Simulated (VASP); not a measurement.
# Cr (Im-3m) in VASP: relaxation of cell and atoms with PBEsol

Aim: the relaxation of cell and atoms of Cr with PBEsol.

Everything below comes from runs of VASP 6.6.1. Logs are shortened: lines on timing, memory, paths and dates and some standing lists are left out, and cuts for length are marked.

## Step 1: The cell of the first run

Symmetry: Im-3m, No. 229, cubic system. The conventional cell has a = 2.880 Å, b = 2.880 Å, c = 2.880 Å, α = 90.00°, β = 90.00°, γ = 90.00°. Cr (site symmetry m-3m) has 14 Cr at 2.49 to 2.88 Å within 3.3 Å.

## Step 2: Relaxation of cell and atoms, PBEsol, target pressure 25 GPa, at which the enthalpy is minimised

INCAR reads:

```
PREC = Accurate
ENCUT = 600
EDIFF = 1E-6
ISMEAR = 0
SIGMA = 0.1
LREAL = False
LASPH = True
NELM = 100
ALGO = Fast
ISIF = 3
LWAVE = False
LCHARG = False
GGA = PS
IBRION = 2
NSW = 80
EDIFFG = -0.003
PSTRESS = 250.0
```

KPOINTS reads:

```
regular mesh
0
Gamma
  38 38 38
```

POSCAR reads:

```
Cr
1.0
    2.8800000000      0.0000000000      0.0000000000
    0.0000000000      2.8800000000      0.0000000000
    0.0000000000      0.0000000000      2.8800000000
Cr
2
Direct
    0.0000000000      0.0000000000      0.0000000000
    0.5000000000      0.5000000000      0.5000000000
```

Potentials or basis: VASP PAW PBE potentials, release 64 (Cr_pv).

Command:

```console
$ cat potpaw_PBE.64/Cr_pv/POTCAR > POTCAR
$ mpirun -np 1 vasp_std > vasp.out
```

OUTCAR:

```text
PREC = Accurate
   ENCUT = 600
   EDIFF = 1E-6
   ISMEAR = 0
   LREAL = False
   LASPH = True
   NELM = 100
   ISIF = 3
   GGA = PS
   IBRION = 2
   NSW = 80
   EDIFFG = -0.003
   PSTRESS = 250.0

 ion  position               nearest neighbor table
   1  0.000  0.000  0.000-   2 2.49   2 2.49   2 2.49   2 2.49   2 2.49   2 2.49   2 2.49   2 2.49

   2  0.500  0.500  0.500-   1 2.49   1 2.49   1 2.49   1 2.49   1 2.49   1 2.49   1 2.49   1 2.49

  LATTYP: Found a simple cubic cell.
 ALAT       =     2.8800000000

  Lattice vectors:

 A1 = (   2.8800000000,   0.0000000000,   0.0000000000)
 A2 = (   0.0000000000,   2.8800000000,   0.0000000000)
 A3 = (   0.0000000000,   0.0000000000,   2.8800000000)

Analysis of symmetry for initial positions (statically):
=====================================================================
 Subroutine PRICEL returns following result:

  LATTYP: Found a body centered cubic cell.
 ALAT       =     2.8800000000

  Lattice vectors:

 A1 = (   1.4400000000,   1.4400000000,  -1.4400000000)
 A2 = (  -1.4400000000,   1.4400000000,   1.4400000000)
 A3 = (   1.4400000000,  -1.4400000000,   1.4400000000)

   2 primitive cells build up your supercell.

 Routine SETGRP: Setting up the symmetry group for a
 simple cubic supercell.

 Subroutine GETGRP returns: Found 48 space group operations
 (whereof 48 operations were pure point group operations)
 out of a pool of 48 trial point group operations.

The static configuration has the point symmetry O_h .

Analysis of symmetry for dynamics (positions and initial velocities):
=====================================================================
 Subroutine PRICEL returns following result:

  LATTYP: Found a body centered cubic cell.
 ALAT       =     2.8800000000

  Lattice vectors:

 A1 = (   1.4400000000,   1.4400000000,  -1.4400000000)
 A2 = (  -1.4400000000,   1.4400000000,   1.4400000000)
 A3 = (   1.4400000000,  -1.4400000000,   1.4400000000)

   2 primitive cells build up your supercell.

 Routine SETGRP: Setting up the symmetry group for a
 simple cubic supercell.

 Subroutine GETGRP returns: Found 48 space group operations
 (whereof 48 operations were pure point group operations)
 out of a pool of 48 trial point group operations.

The dynamic configuration has the point symmetry O_h .

 Subroutine INISYM returns: Found 48 space group operations
 (whereof 48 operations are pure point group operations),
 and found     2 'primitive' translations

----------------------------------------------------------------------------------------

                                     Primitive cell

  volume of cell :      11.9439

  direct lattice vectors                    reciprocal lattice vectors
     1.440000000  1.440000000 -1.440000000     0.347222222  0.347222222  0.000000000
    -1.440000000  1.440000000  1.440000000     0.000000000  0.347222222  0.347222222
     1.440000000 -1.440000000  1.440000000     0.347222222  0.000000000  0.347222222

  length of vectors
     2.494153163  2.494153163  2.494153163     0.491046376  0.491046376  0.491046376

  position of ions in fractional coordinates (direct lattice)
     0.000000000  0.000000000  0.000000000

  ion indices of the primitive-cell ions
   primitive index   ion index
                 1           1

----------------------------------------------------------------------------------------

 KPOINTS: regular mesh

Automatic generation of k-mesh.
 Grid dimensions read from file:
 generate k-points for:   38   38   38

 Generating k-lattice:

  Cartesian coordinates                     Fractional coordinates (reciprocal lattice)
     0.009137427  0.000000000  0.000000000     0.026315789  0.000000000  0.000000000
     0.000000000  0.009137427  0.000000000     0.000000000  0.026315789  0.000000000
     0.000000000  0.000000000  0.009137427     0.000000000  0.000000000  0.026315789

  Length of vectors
     0.009137427  0.009137427  0.009137427

  Shift w.r.t. Gamma in fractional coordinates (k-lattice)
     0.000000000  0.000000000  0.000000000

 Subroutine IBZKPT returns following result:
 ===========================================

 Found   1540 irreducible k-points:

 Following reciprocal coordinates:
            Coordinates               Weight
  0.000000  0.000000  0.000000      1.000000
  0.026316  0.000000  0.000000      6.000000
  0.052632  0.000000  0.000000      6.000000
  0.078947  0.000000  0.000000      6.000000
  0.105263  0.000000  0.000000      6.000000
  0.131579  0.000000  0.000000      6.000000
[... 16 lines left out ...]
  0.078947  0.026316  0.000000     24.000000
  0.105263  0.026316  0.000000     24.000000
 [... further k-points ...]
   k-points           NKPTS =   1540   k-points in BZ     NKDIM =   1540   number of bands    NBANDS=     16
   number of dos      NEDOS =    301   number of ions     NIONS =      2
   total plane-waves  NPLWV =  13824
   dimension x,y,z NGX =    24 NGY =   24 NGZ =   24
   dimension x,y,z NGXF=    48 NGYF=   48 NGZF=   48
   ions per type =               2
   NGX,Y,Z   is equivalent  to a cutoff of  13.85, 13.85, 13.85 a.u.
   NGXF,Y,Z  is equivalent  to a cutoff of  27.71, 27.71, 27.71 a.u.
 SYSTEM =  unknown system
   PREC   = accura    normal or accurate (medium, high low for compatibility)
   ISTART =      0    job   : 0-new  1-cont  2-samecut
   ICHARG =      2    charge: 1-file 2-atom 10-const
   ISPIN  =      1    spin polarized calculation?
   LNONCOLLINEAR =      F non collinear calculations
   LSORBIT =      F    spin-orbit coupling
   LASPH  =      T    aspherical Exc in radial PAW
   ENCUT  =  600.0 eV  44.10 Ry    6.64 a.u.   5.75  5.75  5.75*2*pi/ulx,y,z
   NELM   =    100;   NELMIN=  2; NELMDL= -5     # of ELM steps
   EDIFF  = 0.1E-05   stopping-criterion for ELM
   LREAL  =      F    real-space projection
   EDIFFG = -.3E-02   stopping-criterion for IOM
   NSW    =     80    number of steps for IOM
   IBRION =      2    ionic relax: 0-MD 1-quasi-New 2-CG
   NFREE  =      1    steps in history (QN), initial steepest desc. (CG)
   ISIF   =      3    stress and relaxation
   ISYM   =      2    0-nonsym 1-usesym 2-fastsym
   POTIM  = 0.5000    time-step for ionic-motion
   TEBEG  =    0.0;   TEEND  =   0.0 temperature during run
   PSTRESS=  250.0 pullay stress
   NELECT =      24.0000    total number of electrons
   NUPDOWN=      -1.0000    fix difference up-down
   EMIN   =  10.00;   EMAX   =-10.00  energy-range for DOS
   EFERMI =   0.00;   METHOD = LEGACY
   ISMEAR =     0;   SIGMA  =   0.10  broadening in eV -4-tet -1-fermi 0-gaus
   EFERMI_NEDOS =   21; number of points for ismear=-14 and -15
   IALGO  =     68    algorithm
   IMIX   =      4    mixing-type and parameters
     AMIX     =   0.40;   BMIX     =  1.00
     AMIX_MAG =   1.60;   BMIX_MAG =  1.00
  volume/ion in A,a.u.               =      11.94        80.60
  Fermi-wavevector in a.u.,A,eV,Ry     =   1.639656  3.098501 36.578882  2.688472
  Thomas-Fermi vector in A             =   2.730425
   LORBIT       =      0    0 simple, 1 ext, 2 COOP (PROOUT), +10 PAW based schemes
   GGA     = PS    functional components
   LHFCALC =     F    Hartree Fock is set to
   AEXX    =    0.0000 exact exchange contribution
   IVDW    =     0    specifies the selected vdW correction
   LEPSILON=     F    determine dielectric tensor
   LRPA    =     F    only Hartree local field effects (RPA)
 conjugate gradient relaxation of ions
 non-spin polarized calculation
 RMM-DIIS sequential band-by-band and
 Gauss-broadening in eV      SIGMA  =   0.10
  energy-cutoff  :      600.00
  volume of cell :       23.89
 maximum number of plane-waves:       840
 NGX is ok and might be reduce to    24
   NGX = 11   NGY = 11   NGZ = 11

--------------------------------------- Ionic step        1  -------------------------------------------

 number of electron      23.9999979 magnetization

 Free energy of the ion-electron system (eV)
  ---------------------------------------------------
  ext. energy  EPLUGINS =         0.00000000
  ---------------------------------------------------
  free energy    TOTEN  =       -20.39461573 eV

  energy without entropy =      -20.38748323  energy(sigma->0) =      -20.39104948

------------------------ aborting loop because EDIFF is reached ----------------------------------------

  FORCE on cell =-STRESS in cart. coord.  units (eV):
  Direction    XX          YY          ZZ          XY          YZ          ZX
  --------------------------------------------------------------------------------------
  -------------------------------------------------------------------------------------
  Total       -2.6001273     -2.6001273     -2.6001273     -0.0000000      0.0000000      0.0000000
  in kB     -174.3924715   -174.3924715   -174.3924715     -0.0000000      0.0000000      0.0000000
  external PRESSURE =    -424.3924715 kB  Pullay stress =     250.0000000 kB
[... 137 lines left out ...]
  enthalpy is  TOTEN    =       -17.1521564277 eV   P V=        3.2409753746

--------------------------------------- Ionic step        5  -------------------------------------------

 number of electron      23.9999994 magnetization

 Free energy of the ion-electron system (eV)
  ---------------------------------------------------
  ext. energy  EPLUGINS =         0.00000000
  ---------------------------------------------------
  free energy    TOTEN  =       -20.37509403 eV

  energy without entropy =      -20.36874759  energy(sigma->0) =      -20.37192081

 E-fermi :  12.5294     XC(G=0): -14.5066

 val. band max:       12.5280378023   @ k =   0.4474   0.3684   0.0000
 cond. band min:      12.5308932844   @ k =   0.1842   0.1579   0.1053
 fundamental gap:      0.0028554821
 Fermi energy:        12.5293618521

 k-point     1 :       0.0000    0.0000    0.0000
  band No.  band energies     occupation
      1     -30.7913      2.00000
      2     -30.7913      2.00000
      3     -30.7913      2.00000
      4     -29.9042      2.00000
      5     -29.9042      2.00000
      6     -29.9042      2.00000
[... 8 lines left out ...]
     15      15.3905      0.00000
     16      15.3905      0.00000
[... 420 lines left out ...]
  band No.  band energies     occupation
      1     -30.8013      2.00000
      2     -30.7644      2.00000
      3     -30.7579      2.00000
      4     -29.9677      2.00000
      5     -29.9280      2.00000
      6     -29.9209      2.00000
[... 8 lines left out ...]
     15      14.9601      0.00000
     16      15.0009      0.00000

 [... further k-points ...]
[... 5 lines left out ...]
  --------------------------------------------------------------------------------------
  -------------------------------------------------------------------------------------
  Total        3.2192398      3.2192398      3.2192398      0.0000000      0.0000000      0.0000000
  in kB      249.7995786    249.7995786    249.7995786      0.0000000      0.0000000      0.0000000
  external PRESSURE =      -0.2004214 kB  Pullay stress =     250.0000000 kB
[... 17 lines left out ...]
  FREE ENERGIE OF THE ION-ELECTRON SYSTEM (eV)
  ---------------------------------------------------
  free  energy   TOTEN  =       -20.3750940254 eV

  energy  without entropy=      -20.3687475926  energy(sigma->0) =      -20.37192081

  enthalpy is  TOTEN    =       -17.1532713085 eV   P V=        3.2218227169

 reached required accuracy - stopping structural energy minimisation
```

It took 61 min on 1 thread of Oxide Virtual Turin-like, shared host; peak memory 0.68 GiB.

Results:

```
Free energy                                                : -20.3751 eV
Relaxed volume                                             : 10.32 Å³/atom
Relaxed cell                                               : a = 2.743 Å, b = 2.743 Å, c = 2.743 Å, α = 90.00°, β = 90.00°, γ = 90.00°
Space group after relaxing (to 0.1 Å)                      : Im-3m (No. 229)
Energy change on relaxing (the run minimises the enthalpy) : +9.8 meV/atom
Ionic steps                                                : 5
Pressure after relaxing                                    : 25.0 GPa
Band gap on the k mesh                                     : zero (bands 12 and 13 overlap by 1.81 eV)
```

The path:
| step | energy change (eV) | largest force (eV/Å) | pressure (GPa) | volume (Å³) |
| --- | --- | --- | --- | --- |
| 1 | 0.0000 | 0.0000 | -17.44 | 23.89 |
| 2 | 4.7776 | 0.0000 | 291.55 | 14.53 |
| 3 | 0.1254 | 0.0000 | 18.32 | 21.02 |
| 4 | 0.0015 | 0.0000 | 22.77 | 20.77 |
| 5 | 0.0195 | 0.0000 | 24.98 | 20.65 |

Final structure:
```yaml
crystal:
  lattice:
    - [2.74341, 0.00000, 0.00000]
    - [0.00000, 2.74341, 0.00000]
    - [0.00000, 0.00000, 2.74341]
  atoms:
    - { symbol: Cr, position: [0.00000, 0.00000, 0.00000] }
    - { symbol: Cr, position: [0.50000, 0.50000, 0.50000] }
```

Caveat: the cell is relaxed towards a set pressure, so the run minimises the enthalpy, not the energy; the PAW data sets were made with another functional, which shifts forces and pressure a little; the run has no spin polarisation, though such a crystal can be magnetic. Spin polarisation is off, so any magnetic state and its effect on volume and gap are missing.
